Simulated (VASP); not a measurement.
# GaTe3O2 (P-4m2) in VASP: notebook

The runs below take GaTe3O2 through single point, relaxation of cell and atoms, with PBE.

All numbers are computed with VASP 6.6.1; they aren't measurements. Logs are shortened: lines on timing, memory, paths and dates and some standing lists are left out, and cuts for length are marked.

### Step 1. The cell of the first run

The structure is tetragonal, space group P-4m2 (No. 115). Conventional cell: a = 4.009 Å, b = 4.009 Å, c = 8.833 Å, α = 90.00°, β = 90.00°, γ = 90.00°. Ga (site symmetry -4m2) has 4 Te at 2.83 Å and 4 O at 3.11 Å within 3.7 Å. Within 4.1 Å of Te (site symmetry 2mm) lie 5 O at 3.01 to 3.07 Å and 10 Te at 3.50 to 4.01 Å and 2 Ga at 3.94 Å. Within 3.7 Å of Te (site symmetry -4m2) lie 4 Ga at 2.83 Å and 4 O at 3.11 Å. Within 4.1 Å of O (site symmetry 2mm) lie 7 Te at 3.01 to 3.11 Å and 2 Ga at 3.11 Å and 4 O at 4.01 Å.

The cell was generated, and may not be a known phase.

### Step 2. Single point, PBE

Contents of INCAR:

```
ALGO     = Normal         # electronic algorithm
EDIFF    = 1E-6           # SCF threshold, eV
ENCUT    = 520            # plane-wave cutoff, eV
GGA      = PE             # functional
ISIF     = 2              # what is computed and relaxed
ISMEAR   = 0              # smearing method
LASPH    = T              # aspherical terms in the spheres
LCHARG   = T              # write CHGCAR
LELF     = T              # ELF
LREAL    = F              # projectors in reciprocal space
LVHAR    = T            
LWAVE    = F              # write WAVECAR
NBANDS   = 30             # bands
NELM     = 80             # most SCF steps
PREC     = Accurate       # precision mode
SIGMA    = 0.1            # smearing width, eV
```

Contents of KPOINTS:

```
k-points
0
Gamma
  4 4 2
```

Contents of POSCAR:

```
GaTe3O2
1.0
    4.0092565200      0.0000000000      0.0000000000
    0.0000000000      4.0092565200      0.0000000000
    0.0000000000      0.0000000000      8.8327685400
Ga Te O
1 3 2
Direct
    0.0000000000      0.0000000000      0.0000000000
    0.0000000000      0.5000000000      0.3835000100
    0.5000000000      0.0000000000      0.6164999900
    0.5000000000      0.5000000000      0.0000000000
    0.0000000000      0.5000000000      0.7315000300
    0.5000000000      0.0000000000      0.2684999700
```

Potentials or basis: VASP PAW PBE potentials, release 64 (Ga_d, Te, O).

Command:

```sh
$ cat potpaw_PBE.64/Ga_d/POTCAR potpaw_PBE.64/Te/POTCAR potpaw_PBE.64/O/POTCAR > POTCAR
$ mpirun -np 1 vasp_std > vasp.out
```

OUTCAR:

```text
EDIFF = 1E-6
   ENCUT = 520
   GGA = PE
   ISIF = 2
   ISMEAR = 0
   LASPH = T
   LREAL = F
   NELM = 80
   PREC = Accurate

 ion  position               nearest neighbor table
   1  0.000  0.000  0.000-   4 2.83   4 2.83   4 2.83   4 2.83
   2  0.000  0.500  0.384-   3 3.50   3 3.50   3 3.50   3 3.50
   3  0.500  0.000  0.616-   2 3.50   2 3.50   2 3.50   2 3.50
   4  0.500  0.500  0.000-   1 2.83   1 2.83   1 2.83   1 2.83
   5  0.000  0.500  0.732-
   6  0.500  0.000  0.268-

  LATTYP: Found a simple tetragonal cell.
 ALAT       =     4.0092565200
 C/A-ratio  =     2.2030938893

  Lattice vectors:

 A1 = (   4.0092565200,   0.0000000000,   0.0000000000)
 A2 = (   0.0000000000,   4.0092565200,   0.0000000000)
 A3 = (   0.0000000000,   0.0000000000,   8.8327685400)

Analysis of symmetry for initial positions (statically):
=====================================================================
 Subroutine PRICEL returns:
 Original cell was already a primitive cell.

 Routine SETGRP: Setting up the symmetry group for a
 simple tetragonal supercell.

 Subroutine GETGRP returns: Found  8 space group operations
 (whereof  8 operations were pure point group operations)
 out of a pool of 16 trial point group operations.

The static configuration has the point symmetry D_2d.

Analysis of symmetry for dynamics (positions and initial velocities):
=====================================================================
 Subroutine PRICEL returns:
 Original cell was already a primitive cell.

 Routine SETGRP: Setting up the symmetry group for a
 simple tetragonal supercell.

 Subroutine GETGRP returns: Found  8 space group operations
 (whereof  8 operations were pure point group operations)
 out of a pool of 16 trial point group operations.

The dynamic configuration has the point symmetry D_2d.

 Subroutine INISYM returns: Found  8 space group operations
 (whereof  8 operations are pure point group operations),
 and found     1 'primitive' translations

----------------------------------------------------------------------------------------

                                     Primitive cell

  volume of cell :     141.9791

  direct lattice vectors                    reciprocal lattice vectors
     4.009256520  0.000000000  0.000000000     0.249422803  0.000000000  0.000000000
     0.000000000  4.009256520  0.000000000     0.000000000  0.249422803  0.000000000
     0.000000000  0.000000000  8.832768540     0.000000000  0.000000000  0.113214786

  length of vectors
     4.009256520  4.009256520  8.832768540     0.249422803  0.249422803  0.113214786

  position of ions in fractional coordinates (direct lattice)
     0.000000000  0.000000000  0.000000000
     0.000000000  0.500000000  0.383500010
     0.500000000  0.000000000  0.616499990
     0.500000000  0.500000000  0.000000000
     0.000000000  0.500000000  0.731500030
     0.500000000  0.000000000  0.268499970

  ion indices of the primitive-cell ions
   primitive index   ion index
                 1           1
                 2           2
                 3           3
                 4           4
                 5           5
                 6           6

----------------------------------------------------------------------------------------

 KPOINTS: k-points

Automatic generation of k-mesh.
 Grid dimensions read from file:
 generate k-points for:    4    4    2

 Generating k-lattice:

  Cartesian coordinates                     Fractional coordinates (reciprocal lattice)
     0.062355701  0.000000000  0.000000000     0.250000000  0.000000000  0.000000000
     0.000000000  0.062355701  0.000000000     0.000000000  0.250000000  0.000000000
     0.000000000  0.000000000  0.056607393     0.000000000  0.000000000  0.500000000

  Length of vectors
     0.062355701  0.062355701  0.056607393

  Shift w.r.t. Gamma in fractional coordinates (k-lattice)
     0.000000000  0.000000000  0.000000000

 Subroutine IBZKPT returns following result:
 ===========================================

 Found     12 irreducible k-points:

 Following reciprocal coordinates:
            Coordinates               Weight
  0.000000  0.000000  0.000000      1.000000
  0.250000  0.000000  0.000000      4.000000
  0.500000  0.000000  0.000000      2.000000
  0.250000  0.250000  0.000000      4.000000
  0.500000  0.250000  0.000000      4.000000
  0.500000  0.500000  0.000000      1.000000
  0.000000  0.000000  0.500000      1.000000
  0.250000  0.000000  0.500000      4.000000
  0.500000  0.000000  0.500000      2.000000
  0.250000  0.250000  0.500000      4.000000
  0.500000  0.250000  0.500000      4.000000
  0.500000  0.500000  0.500000      1.000000
   k-points           NKPTS =     12   k-points in BZ     NKDIM =     12   number of bands    NBANDS=     30
   number of dos      NEDOS =    301   number of ions     NIONS =      6
   total plane-waves  NPLWV =  63000
   dimension x,y,z NGX =    30 NGY =   30 NGZ =   70
   dimension x,y,z NGXF=    60 NGYF=   60 NGZF=  140
   ions per type =               1   3   2
   NGX,Y,Z   is equivalent  to a cutoff of  12.44, 12.44, 13.18 a.u.
   NGXF,Y,Z  is equivalent  to a cutoff of  24.88, 24.88, 26.35 a.u.
 SYSTEM =  unknown system
   PREC   = accura    normal or accurate (medium, high low for compatibility)
   ISTART =      0    job   : 0-new  1-cont  2-samecut
   ICHARG =      2    charge: 1-file 2-atom 10-const
   ISPIN  =      1    spin polarized calculation?
   LNONCOLLINEAR =      F non collinear calculations
   LSORBIT =      F    spin-orbit coupling
   LASPH  =      T    aspherical Exc in radial PAW
   ENCUT  =  520.0 eV  38.22 Ry    6.18 a.u.   7.45  7.45 16.42*2*pi/ulx,y,z
   NELM   =     80;   NELMIN=  2; NELMDL= -5     # of ELM steps
   EDIFF  = 0.1E-05   stopping-criterion for ELM
   LREAL  =      F    real-space projection
   EDIFFG = 0.1E-04   stopping-criterion for IOM
   NSW    =      0    number of steps for IOM
   IBRION =     -1    ionic relax: 0-MD 1-quasi-New 2-CG
   NFREE  =      0    steps in history (QN), initial steepest desc. (CG)
   ISIF   =      2    stress and relaxation
   ISYM   =      2    0-nonsym 1-usesym 2-fastsym
   POTIM  = 0.5000    time-step for ionic-motion
   TEBEG  =    0.0;   TEEND  =   0.0 temperature during run
   PSTRESS=    0.0 pullay stress
   NELECT =      43.0000    total number of electrons
   NUPDOWN=      -1.0000    fix difference up-down
   EMIN   =  10.00;   EMAX   =-10.00  energy-range for DOS
   EFERMI =   0.00;   METHOD = LEGACY
   ISMEAR =     0;   SIGMA  =   0.10  broadening in eV -4-tet -1-fermi 0-gaus
   EFERMI_NEDOS =   21; number of points for ismear=-14 and -15
   IALGO  =     38    algorithm
   IMIX   =      4    mixing-type and parameters
     AMIX     =   0.40;   BMIX     =  1.00
     AMIX_MAG =   1.60;   BMIX_MAG =  1.00
  volume/ion in A,a.u.               =      23.66       159.69
  Fermi-wavevector in a.u.,A,eV,Ry     =   1.099401  2.077567 16.445125  1.208683
  Thomas-Fermi vector in A             =   2.235795
   LORBIT       =      0    0 simple, 1 ext, 2 COOP (PROOUT), +10 PAW based schemes
   GGA     = PE    functional components
   LHFCALC =     F    Hartree Fock is set to
   AEXX    =    0.0000 exact exchange contribution
   IVDW    =     0    specifies the selected vdW correction
   LEPSILON=     F    determine dielectric tensor
   LRPA    =     F    only Hartree local field effects (RPA)
 non-spin polarized calculation
 Gauss-broadening in eV      SIGMA  =   0.10
  energy-cutoff  :      520.00
  volume of cell :      141.98
 maximum number of plane-waves:      3873
 NGX is ok and might be reduce to    30
   NGX = 15   NGY = 15   NGZ = 33

 number of electron      43.0000007 magnetization

 Free energy of the ion-electron system (eV)
  ---------------------------------------------------
  ext. energy  EPLUGINS =         0.00000000
  ---------------------------------------------------
  free energy    TOTEN  =       -18.76479835 eV

  energy without entropy =      -18.72371417  energy(sigma->0) =      -18.74425626

 E-fermi :   4.6876     XC(G=0):  -9.6243

 val. band max:        4.6501824219   @ k =   0.2500   0.0000   0.5000
 cond. band min:       4.7096279065   @ k =   0.2500   0.0000   0.0000
 fundamental gap:      0.0594454846
 Fermi energy:         4.6875696326

 k-point     1 :       0.0000    0.0000    0.0000
  band No.  band energies     occupation
      1     -11.6471      2.00000
      2     -11.5237      2.00000
      3     -10.3734      2.00000
      4     -10.2864      2.00000
      5     -10.2864      2.00000
      6     -10.2795      2.00000
[... 22 lines left out ...]
     29       9.4453      0.00000
     30      11.9204      0.00000

 k-point     2 :       0.2500    0.0000    0.0000
  band No.  band energies     occupation
      1     -11.5678      2.00000
      2     -11.4837      2.00000
      3     -10.3509      2.00000
      4     -10.2931      2.00000
      5     -10.2882      2.00000
      6     -10.2862      2.00000
[... 22 lines left out ...]
     29       9.6781      0.00000
     30      10.8933      0.00000

 k-point     3 :       0.5000    0.0000    0.0000
  band No.  band energies     occupation
      1     -11.4723      2.00000
      2     -11.4568      2.00000
      3     -10.3310      2.00000
      4     -10.3065      2.00000
      5     -10.2894      2.00000
      6     -10.2859      2.00000
[... 22 lines left out ...]
     29       7.7334      0.00000
     30      11.6560      0.00000

 k-point     4 :       0.2500    0.2500    0.0000
  band No.  band energies     occupation
      1     -11.5090      2.00000
      2     -11.4522      2.00000
      3     -10.3405      2.00000
      4     -10.3158      2.00000
      5     -10.2874      2.00000
      6     -10.2872      2.00000
[... 220 lines left out ...]
     29      11.7580      0.00000
     30      12.1649      0.00000

 k-point    11 :       0.5000    0.2500    0.5000
  band No.  band energies     occupation
      1     -11.4386      2.00000
      2     -11.4305      2.00000
      3     -10.3481      2.00000
      4     -10.3214      2.00000
      5     -10.2878      2.00000
      6     -10.2864      2.00000
[... 22 lines left out ...]
     29      11.5082      0.00000
     30      11.9327      0.00000

 k-point    12 :       0.5000    0.5000    0.5000
  band No.  band energies     occupation
      1     -11.4042      2.00000
      2     -11.4042      2.00000
      3     -10.3871      2.00000
      4     -10.3135      2.00000
      5     -10.2865      2.00000
      6     -10.2865      2.00000
[... 22 lines left out ...]
     29      10.9092      0.00000
     30      13.3293      0.00000

------------------------ aborting loop because EDIFF is reached ----------------------------------------

  FORCE on cell =-STRESS in cart. coord.  units (eV):
  Direction    XX          YY          ZZ          XY          YZ          ZX
  --------------------------------------------------------------------------------------
  -------------------------------------------------------------------------------------
  Total       -9.0673784     -9.0673784     -7.5643735      0.0000000      0.0000000      0.0000000
  in kB     -102.3217086   -102.3217086    -85.3609046      0.0000000      0.0000000      0.0000000
  external PRESSURE =     -96.6681072 kB  Pullay stress =       0.0000000 kB

 VOLUME and BASIS-vectors are now :
 -----------------------------------------------------------------------------
  energy-cutoff  :      520.00
  volume of cell :      141.98
      direct lattice vectors                 reciprocal lattice vectors
     4.009256520  0.000000000  0.000000000     0.249422803  0.000000000  0.000000000
     0.000000000  4.009256520  0.000000000     0.000000000  0.249422803  0.000000000
     0.000000000  0.000000000  8.832768540     0.000000000  0.000000000  0.113214786

 POSITION                                       TOTAL-FORCE (eV/Angst)
 -----------------------------------------------------------------------------------
      0.00000      0.00000      0.00000        -0.000000     -0.000000      0.000000
      0.00000      2.00463      3.38737         0.000000     -0.000000      0.895741
      2.00463      0.00000      5.44540         0.000000     -0.000000     -0.895741
      2.00463      2.00463      0.00000         0.000000     -0.000000      0.000000
      0.00000      2.00463      6.46117         0.000000      0.000000      0.068648
      2.00463      0.00000      2.37160         0.000000     -0.000000     -0.068648
 -----------------------------------------------------------------------------------
    total drift:                                0.000000      0.000000      0.000000

  FREE ENERGIE OF THE ION-ELECTRON SYSTEM (eV)
  ---------------------------------------------------
  free  energy   TOTEN  =       -18.7647983494 eV

  energy  without entropy=      -18.7237141695  energy(sigma->0) =      -18.74425626
```

Wall time 63 s (1 thread of Intel Xeon Platinum 8488C (Sapphire Rapids), shared host); peak memory 0.25 GiB.

Results:

```
Free energy            : -18.7648 eV
Pressure               : -9.7 GPa
Largest force          : 0.896 eV/Å
Band gap on the k mesh : zero (an odd number of electrons rules out a gap without spin polarisation)
```

Forces on the atoms (eV/Å):
```
Ga   0.000  0.000  0.000
Te   0.000  0.000  0.896
Te   0.000  0.000 -0.896
Te   0.000  0.000  0.000
O    0.000  0.000  0.069
O    0.000  0.000 -0.069
```

Levels at points of the mesh, in eV from the Fermi level:
```
           k point  band 19  band 20  band 21  band 22  band 23  band 24
(0.00, 0.00, 0.00)    -1.77    -1.55    -0.70     0.20     0.20     1.48
(0.50, 0.00, 0.00)    -0.92    -0.45    -0.08    -0.05     0.34     0.47
(0.50, 0.50, 0.00)    -1.76    -0.59    -0.59    -0.47    -0.35    -0.10
(0.00, 0.00, 0.50)    -1.30    -1.16    -0.16     0.11     0.11     0.26
(0.50, 0.00, 0.50)    -0.81    -0.62    -0.15    -0.10     0.11     0.24
(0.50, 0.50, 0.50)    -2.33    -1.56    -0.73     0.05     0.05     0.55
```

Caveat: the k points lie up to 0.39 Å⁻¹ apart, too coarse for converged energies and pressures of a metal; spin-orbit coupling is left out, which moves the levels of the heavy elements; an odd number of electrons without spin polarisation forces a metal; a magnetic or distorted state may lie lower.

### Step 3. Single point, PBE

This run uses another cell than the first one, of 24.57 Å³/atom.

Contents of INCAR:

```
PREC = Accurate
ENCUT = 520
EDIFF = 1E-7
ISMEAR = 0
SIGMA = 0.1
LREAL = False
LASPH = True
NELM = 80
ALGO = Normal
ISIF = 2
LWAVE = False
LCHARG = False
GGA = PE
NBANDS = 30
```

Contents of KPOINTS:

```
Automatic mesh
0
Gamma
  4 4 2
```

Contents of POSCAR:

```
GaTe3O2
1.0
    4.2973356279      0.0000000000      0.0000000000
    0.0000000000      4.2973356279      0.0000000000
    0.0000000000      0.0000000000      7.9813281952
Ga Te O
1 3 2
Direct
    0.0000000000      0.0000000000      0.0000000000
    0.0000000000      0.5000000000      0.5067981834
    0.5000000000      0.0000000000      0.4932018166
    0.5000000000      0.5000000000      0.0000000000
    0.0000000000      0.5000000000      0.7442870519
    0.5000000000      0.0000000000      0.2557129481
```

Potentials or basis: VASP PAW PBE potentials, release 64 (Ga_d, Te, O).

Command:

```sh
$ cat potpaw_PBE.64/Ga_d/POTCAR potpaw_PBE.64/Te/POTCAR potpaw_PBE.64/O/POTCAR > POTCAR
$ mpirun -np 1 vasp_std > vasp.out
```

Wall time 59 s (1 thread of Intel Xeon Platinum 8488C (Sapphire Rapids), shared host); peak memory 0.26 GiB.

It converged, with:

| Quantity | Value |
| --- | --- |
| Free energy | -23.0470 eV |
| Pressure | 0.1 GPa |
| Largest force | 0.100 eV/Å |
| Band gap on the k mesh | zero (an odd number of electrons rules out a gap without spin polarisation) |

Forces in eV/Å, atoms in the order of the input:
```
Ga   0.000  0.000  0.000
Te   0.000  0.000 -0.097
Te   0.000  0.000  0.097
Te   0.000  0.000  0.000
O    0.000  0.000  0.100
O    0.000  0.000 -0.100
```

Stress tensor (GPa, compression positive):
```
0.03 0.00 0.00
0.00 0.03 0.00
0.00 0.00 0.29
```

Levels at points of the mesh, in eV from the Fermi level:
```csv
k point,band 17,band 18,band 19,band 20,band 21,band 22,band 23,band 24,band 25,band 26
"(0.00, 0.00, 0.00)",-2.86,-2.29,-2.29,-1.80,-0.58,-0.58,2.01,2.64,2.67,2.67
"(0.50, 0.00, 0.00)",-3.06,-1.67,-1.26,-1.18,-0.87,-0.11,0.37,1.36,2.25,2.56
"(0.50, 0.50, 0.00)",-3.20,-2.50,-2.50,-1.67,-1.30,0.33,2.28,2.28,3.22,4.47
"(0.00, 0.00, 0.50)",-3.24,-1.54,-1.54,-1.06,-1.06,-0.85,1.56,2.35,2.77,2.77
"(0.50, 0.00, 0.50)",-2.65,-1.32,-1.18,-0.94,-0.90,-0.25,0.04,1.23,2.05,2.42
"(0.50, 0.50, 0.50)",-2.89,-2.80,-2.65,-2.23,-2.06,0.59,2.92,2.92,3.69,4.25
```

Caveat: the k points lie up to 0.39 Å⁻¹ apart, too coarse for converged energies and pressures of a metal; spin-orbit coupling is left out, which moves the levels of the heavy elements; an odd number of electrons without spin polarisation forces a metal; a magnetic or distorted state may lie lower.

[end of part 1 of 2]

The gap in the log of VASP goes by the Fermi energy; the results here count the filled bands.